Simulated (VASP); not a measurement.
# Ta4O (P4/mmm) in VASP: further runs

Aim: see how the results for Ta4O move with the level of theory and the settings. Levels: PBE, PBE+D4, r2SCAN. Tasks: single point, relaxation of cell and atoms.

All numbers are computed with VASP 6.6.1; they aren't measurements. Logs are shortened: lines on timing, memory, paths and dates and some standing lists are left out, and cuts for length are marked.

## Step 1: The cell of the first run

Symmetry: P4/mmm, No. 123, tetragonal system. Conventional cell: a = 3.257 Å, b = 3.257 Å, c = 7.409 Å, α = 90.00°, β = 90.00°, γ = 90.00°. Ta (site symmetry 4/mmm) has 4 O at 2.30 Å within 3.0 Å. Within 2.8 Å of Ta (site symmetry 4mm) lie 1 O at 2.10 Å. Ta (site symmetry 4/mmm) has 12 Ta at 2.81 to 3.26 Å within 3.7 Å. Within 2.8 Å of O (site symmetry 4/mmm) lie 6 Ta at 2.10 to 2.30 Å.

## Step 2: Single point, PBE

File INCAR:

```
SYSTEM = Ta4O
ALGO = Normal
EDIFF = 1E-6
ENCUT = 520
GGA = PE
ISIF = 2
ISMEAR = 0
LASPH = .True.
LCHARG = .False.
LREAL = .False.
LWAVE = .False.
NBANDS = 33
NELM = 80
PREC = Accurate
SIGMA = 0.1
```

File KPOINTS:

```
k-points
0
Gamma
  10 10 4
  0 0 0
```

File POSCAR:

```
Ta4O
1.0
    3.2574970000      0.0000000000      0.0000000000
    0.0000000000      3.2574970000      0.0000000000
    0.0000000000      0.0000000000      7.4093410000
Ta O
4 1
Direct
    0.0000000000      0.0000000000      0.5000000000
    0.5000000000      0.5000000000      0.7831580000
    0.5000000000      0.5000000000      0.2168420000
    0.0000000000      0.0000000000      0.0000000000
    0.5000000000      0.5000000000      0.5000000000
```

Potentials or basis: VASP PAW PBE potentials, release 64 (Ta_pv, O).

Launch:

```console
> cat potpaw_PBE.64/Ta_pv/POTCAR potpaw_PBE.64/O/POTCAR > POTCAR
> mpirun -np 1 vasp_std > vasp.out
```

OUTCAR:

```text
SYSTEM = Ta4O
   EDIFF = 1E-6
   ENCUT = 520
   GGA = PE
   ISIF = 2
   ISMEAR = 0
   LASPH = .True.
   LREAL = .False.
   NELM = 80
   PREC = Accurate

 ion  position               nearest neighbor table
   1  0.000  0.000  0.500-   5 2.30   5 2.30   5 2.30   5 2.30   3 3.12   3 3.12   2 3.12   3 3.12
                             2 3.12   2 3.12   3 3.12   2 3.12
   2  0.500  0.500  0.783-   5 2.10   4 2.81   4 2.81   4 2.81   4 2.81   1 3.12   1 3.12   1 3.12
                             1 3.12   3 3.21
   3  0.500  0.500  0.217-   5 2.10   4 2.81   4 2.81   4 2.81   4 2.81   1 3.12   1 3.12   1 3.12
                             1 3.12   2 3.21
   4  0.000  0.000  0.000-   2 2.81   3 2.81   2 2.81   3 2.81   2 2.81   3 2.81   2 2.81   3 2.81

   5  0.500  0.500  0.500-   2 2.10   3 2.10   1 2.30   1 2.30   1 2.30   1 2.30

  LATTYP: Found a simple tetragonal cell.
 ALAT       =     3.2574970000
 C/A-ratio  =     2.2745503680

  Lattice vectors:

 A1 = (   3.2574970000,   0.0000000000,   0.0000000000)
 A2 = (   0.0000000000,   3.2574970000,   0.0000000000)
 A3 = (   0.0000000000,   0.0000000000,   7.4093410000)

Analysis of symmetry for initial positions (statically):
=====================================================================
 Subroutine PRICEL returns:
 Original cell was already a primitive cell.

 Routine SETGRP: Setting up the symmetry group for a
 simple tetragonal supercell.

 Subroutine GETGRP returns: Found 16 space group operations
 (whereof 16 operations were pure point group operations)
 out of a pool of 16 trial point group operations.

The static configuration has the point symmetry D_4h.

Analysis of symmetry for dynamics (positions and initial velocities):
=====================================================================
 Subroutine PRICEL returns:
 Original cell was already a primitive cell.

 Routine SETGRP: Setting up the symmetry group for a
 simple tetragonal supercell.

 Subroutine GETGRP returns: Found 16 space group operations
 (whereof 16 operations were pure point group operations)
 out of a pool of 16 trial point group operations.

The dynamic configuration has the point symmetry D_4h.

 Subroutine INISYM returns: Found 16 space group operations
 (whereof 16 operations are pure point group operations),
 and found     1 'primitive' translations

----------------------------------------------------------------------------------------

                                     Primitive cell

  volume of cell :      78.6226

  direct lattice vectors                    reciprocal lattice vectors
     3.257497000  0.000000000  0.000000000     0.306984166  0.000000000  0.000000000
     0.000000000  3.257497000  0.000000000     0.000000000  0.306984166  0.000000000
     0.000000000  0.000000000  7.409341000     0.000000000  0.000000000  0.134964769

  length of vectors
     3.257497000  3.257497000  7.409341000     0.306984166  0.306984166  0.134964769

  position of ions in fractional coordinates (direct lattice)
     0.000000000  0.000000000  0.500000000
     0.500000000  0.500000000  0.783158000
     0.500000000  0.500000000  0.216842000
     0.000000000  0.000000000  0.000000000
     0.500000000  0.500000000  0.500000000

  ion indices of the primitive-cell ions
   primitive index   ion index
                 1           1
                 2           2
                 3           3
                 4           4
                 5           5

----------------------------------------------------------------------------------------

 KPOINTS: k-points

Automatic generation of k-mesh.
 Grid dimensions read from file:
 generate k-points for:   10   10    4

 Generating k-lattice:

  Cartesian coordinates                     Fractional coordinates (reciprocal lattice)
     0.030698417  0.000000000  0.000000000     0.100000000  0.000000000  0.000000000
     0.000000000  0.030698417  0.000000000     0.000000000  0.100000000  0.000000000
     0.000000000  0.000000000  0.033741192     0.000000000  0.000000000  0.250000000

  Length of vectors
     0.030698417  0.030698417  0.033741192

  Shift w.r.t. Gamma in fractional coordinates (k-lattice)
     0.000000000  0.000000000  0.000000000

 Subroutine IBZKPT returns following result:
 ===========================================

 Found     63 irreducible k-points:

 Following reciprocal coordinates:
            Coordinates               Weight
  0.000000  0.000000  0.000000      1.000000
  0.100000  0.000000  0.000000      4.000000
  0.200000  0.000000  0.000000      4.000000
  0.300000  0.000000  0.000000      4.000000
  0.400000  0.000000  0.000000      4.000000
  0.500000  0.000000  0.000000      2.000000
[... 16 lines left out ...]
  0.100000  0.000000  0.250000      8.000000
  0.200000  0.000000  0.250000      8.000000
 [... further k-points ...]
   k-points           NKPTS =     63   k-points in BZ     NKDIM =     63   number of bands    NBANDS=     33
   number of dos      NEDOS =    301   number of ions     NIONS =      5
   total plane-waves  NPLWV =  32256
   dimension x,y,z NGX =    24 NGY =   24 NGZ =   56
   dimension x,y,z NGXF=    48 NGYF=   48 NGZF=  112
   ions per type =               4   1
   NGX,Y,Z   is equivalent  to a cutoff of  12.25, 12.25, 12.56 a.u.
   NGXF,Y,Z  is equivalent  to a cutoff of  24.50, 24.50, 25.13 a.u.
 SYSTEM =  Ta4O
   PREC   = accura    normal or accurate (medium, high low for compatibility)
   ISTART =      0    job   : 0-new  1-cont  2-samecut
   ICHARG =      2    charge: 1-file 2-atom 10-const
   ISPIN  =      1    spin polarized calculation?
   LNONCOLLINEAR =      F non collinear calculations
   LSORBIT =      F    spin-orbit coupling
   LASPH  =      T    aspherical Exc in radial PAW
   ENCUT  =  520.0 eV  38.22 Ry    6.18 a.u.   6.06  6.06 13.78*2*pi/ulx,y,z
   NELM   =     80;   NELMIN=  2; NELMDL= -5     # of ELM steps
   EDIFF  = 0.1E-05   stopping-criterion for ELM
   LREAL  =      F    real-space projection
   EDIFFG = 0.1E-04   stopping-criterion for IOM
   NSW    =      0    number of steps for IOM
   IBRION =     -1    ionic relax: 0-MD 1-quasi-New 2-CG
   NFREE  =      0    steps in history (QN), initial steepest desc. (CG)
   ISIF   =      2    stress and relaxation
   ISYM   =      2    0-nonsym 1-usesym 2-fastsym
   POTIM  = 0.5000    time-step for ionic-motion
   TEBEG  =    0.0;   TEEND  =   0.0 temperature during run
   PSTRESS=    0.0 pullay stress
   NELECT =      50.0000    total number of electrons
   NUPDOWN=      -1.0000    fix difference up-down
   EMIN   =  10.00;   EMAX   =-10.00  energy-range for DOS
   EFERMI =   0.00;   METHOD = LEGACY
   ISMEAR =     0;   SIGMA  =   0.10  broadening in eV -4-tet -1-fermi 0-gaus
   EFERMI_NEDOS =   21; number of points for ismear=-14 and -15
   IALGO  =     38    algorithm
   IMIX   =      4    mixing-type and parameters
     AMIX     =   0.40;   BMIX     =  1.00
     AMIX_MAG =   1.60;   BMIX_MAG =  1.00
  volume/ion in A,a.u.               =      15.72       106.11
  Fermi-wavevector in a.u.,A,eV,Ry     =   1.407826  2.660405 26.966391  1.981974
  Thomas-Fermi vector in A             =   2.530046
   LORBIT       =      0    0 simple, 1 ext, 2 COOP (PROOUT), +10 PAW based schemes
   GGA     = PE    functional components
   LHFCALC =     F    Hartree Fock is set to
   AEXX    =    0.0000 exact exchange contribution
   IVDW    =     0    specifies the selected vdW correction
   LEPSILON=     F    determine dielectric tensor
   LRPA    =     F    only Hartree local field effects (RPA)
 non-spin polarized calculation
 Gauss-broadening in eV      SIGMA  =   0.10
  energy-cutoff  :      520.00
  volume of cell :       78.62
 maximum number of plane-waves:      2144
   NGX = 13   NGY = 13   NGZ = 27

 number of electron      50.0000004 magnetization

 Free energy of the ion-electron system (eV)
  ---------------------------------------------------
  ext. energy  EPLUGINS =         0.00000000
  ---------------------------------------------------
  free energy    TOTEN  =       -55.09397976 eV

  energy without entropy =      -55.08344867  energy(sigma->0) =      -55.08871422

 E-fermi :   6.4125     XC(G=0): -12.5998

 val. band max:        6.4078335226   @ k =   0.3000   0.2000   0.0000
 cond. band min:       6.4279674650   @ k =   0.2000   0.0000   0.5000
 fundamental gap:      0.0201339424
 Fermi energy:         6.4124755485

 k-point     1 :       0.0000    0.0000    0.0000
  band No.  band energies     occupation
      1     -29.1834      2.00000
      2     -29.1834      2.00000
      3     -28.7978      2.00000
      4     -28.2176      2.00000
      5     -28.0953      2.00000
      6     -27.8875      2.00000
[... 25 lines left out ...]
     32       8.0983      0.00000
     33       8.8666      0.00000

 k-point     2 :       0.1000    0.0000    0.0000
  band No.  band energies     occupation
      1     -29.2196      2.00000
      2     -29.1793      2.00000
      3     -28.7926      2.00000
      4     -28.2300      2.00000
      5     -28.1033      2.00000
      6     -27.8903      2.00000
[... 25 lines left out ...]
     32       8.6774      0.00000
     33       9.2340      0.00000

 k-point     3 :       0.2000    0.0000    0.0000
  band No.  band energies     occupation
      1     -29.3113      2.00000
      2     -29.1686      2.00000
      3     -28.7812      2.00000
      4     -28.2602      2.00000
      5     -28.1248      2.00000
      6     -27.9056      2.00000
[... 25 lines left out ...]
     32       9.0836      0.00000
     33       9.3186      0.00000

 k-point     4 :       0.3000    0.0000    0.0000
  band No.  band energies     occupation
      1     -29.4196      2.00000
      2     -29.1553      2.00000
      3     -28.7726      2.00000
      4     -28.2926      2.00000
      5     -28.1490      2.00000
      6     -27.9414      2.00000
[... 673 lines left out ...]
     32       8.5922      0.00000
     33       8.5922      0.00000

 k-point    23 :       0.1000    0.0000    0.2500
  band No.  band energies     occupation
      1     -29.2194      2.00000
      2     -29.1792      2.00000
      3     -28.7977      2.00000
      4     -28.2085      2.00000
      5     -28.1074      2.00000
      6     -27.8936      2.00000
[... 25 lines left out ...]
     32       8.6568      0.00000
     33       9.0905      0.00000

 k-point    24 :       0.2000    0.0000    0.2500
  band No.  band energies     occupation
      1     -29.3106      2.00000
      2     -29.1685      2.00000
      3     -28.7876      2.00000
      4     -28.2268      2.00000
      5     -28.1295      2.00000
      6     -27.9081      2.00000
[... 25 lines left out ...]
     32       8.9591      0.00000
     33       9.1186      0.00000

 [... further k-points ...]
[... 5 lines left out ...]
  --------------------------------------------------------------------------------------
  -------------------------------------------------------------------------------------
  Total       -0.2574231     -0.2574231     -0.3148019      0.0000000     -0.0000000      0.0000000
  in kB       -5.2457845     -5.2457845     -6.4150538      0.0000000     -0.0000000      0.0000000
  external PRESSURE =      -5.6355409 kB  Pullay stress =       0.0000000 kB

 VOLUME and BASIS-vectors are now :
 -----------------------------------------------------------------------------
  energy-cutoff  :      520.00
  volume of cell :       78.62
      direct lattice vectors                 reciprocal lattice vectors
     3.257497000  0.000000000  0.000000000     0.306984166  0.000000000  0.000000000
     0.000000000  3.257497000  0.000000000     0.000000000  0.306984166  0.000000000
     0.000000000  0.000000000  7.409341000     0.000000000  0.000000000  0.134964769

 POSITION                                       TOTAL-FORCE (eV/Angst)
 -----------------------------------------------------------------------------------
      0.00000      0.00000      3.70467        -0.000000     -0.000000      0.000000
      1.62875      1.62875      5.80268        -0.000000      0.000000     -0.022838
      1.62875      1.62875      1.60666         0.000000      0.000000      0.022838
      0.00000      0.00000      0.00000        -0.000000     -0.000000      0.000000
      1.62875      1.62875      3.70467        -0.000000     -0.000000      0.000000
 -----------------------------------------------------------------------------------
    total drift:                                0.000000     -0.000000      0.000000

  FREE ENERGIE OF THE ION-ELECTRON SYSTEM (eV)
  ---------------------------------------------------
  free  energy   TOTEN  =       -55.0939797630 eV

  energy  without entropy=      -55.0834486688  energy(sigma->0) =      -55.08871422
```

Run time: 87 s. Hardware: 1 thread of AMD EPYC 9R45 (Zen 5), shared host; peak memory 0.23 GiB.

Results:

* Free energy: -55.0940 eV
* Pressure: -0.6 GPa
* Largest force: 0.023 eV/Å
* Band gap on the k mesh: zero (band 25 reaches 6.87 eV, above the bottom of band 26 at 5.99 eV)

Forces in eV/Å, atoms in the order of the input:
```
Ta   0.000  0.000  0.000
Ta   0.000  0.000 -0.023
Ta   0.000  0.000  0.023
Ta   0.000  0.000  0.000
O    0.000  0.000  0.000
```

Caveat: spin-orbit coupling is left out, which moves the levels of the heavy elements.

## Step 3: Single point, PBE

File INCAR:

```
SYSTEM = Ta4O
ALGO     = Normal         ! electronic algorithm
EDIFF    = 1E-6           ! SCF threshold, eV
ENCUT    = 520            ! plane-wave cutoff, eV
GGA      = PE             ! functional
ISIF     = 2              ! what is computed and relaxed
ISMEAR   = 0              ! smearing method
LASPH    = .True.         ! aspherical terms in the spheres
LCHARG   = .True.         ! write CHGCAR
LELF     = .True.         ! ELF
LREAL    = .False.        ! projectors in reciprocal space
LVHAR    = .True.       
LWAVE    = .False.        ! write WAVECAR
NBANDS   = 33             ! bands
NELM     = 100            ! most SCF steps
PREC     = Accurate       ! precision mode
SIGMA    = 0.1            ! smearing width, eV
```

File KPOINTS:

```
Automatic mesh
0
Gamma
  10 10 4
  0.5 0.5 0.5
```

POSCAR is that of step 2.

Potentials or basis: VASP PAW PBE potentials, release 64 (Ta_pv, O).

Launch:

```console
> cat potpaw_PBE.64/Ta_pv/POTCAR potpaw_PBE.64/O/POTCAR > POTCAR
> mpirun -np 1 vasp_std > vasp.out
```

It took 47 s on 1 thread of AMD EPYC 9R45 (Zen 5), shared host; peak memory 0.17 GiB.

It converged, with:

| Item | Value |
| --- | --- |
| Free energy | -55.0792 eV |
| Pressure | -0.5 GPa |
| Largest force | 0.084 eV/Å |
| Band gap on the k mesh | zero (band 25 reaches 6.71 eV, above the bottom of band 26 at 6.03 eV) |

Forces in eV/Å, atoms in the order of the input:
```
Ta   0.000  0.000  0.000
Ta   0.000  0.000 -0.084
Ta   0.000  0.000  0.084
Ta   0.000  0.000  0.000
O    0.000  0.000  0.000
```

Stress tensor (GPa, compression positive):
```
-0.35  0.00  0.00
 0.00 -0.35  0.00
 0.00  0.00 -0.74
```

Levels at points of the mesh, in eV from the Fermi level:
| k point | band 23 | band 24 | band 25 | band 26 | band 27 | band 28 |
| --- | --- | --- | --- | --- | --- | --- |
| (0.05, 0.05, 0.12) | -0.55 | -0.41 | -0.01 | 0.53 | 0.73 | 0.98 |

Caveat: spin-orbit coupling is left out, which moves the levels of the heavy elements.

(Part 1 of 2 ends here.)
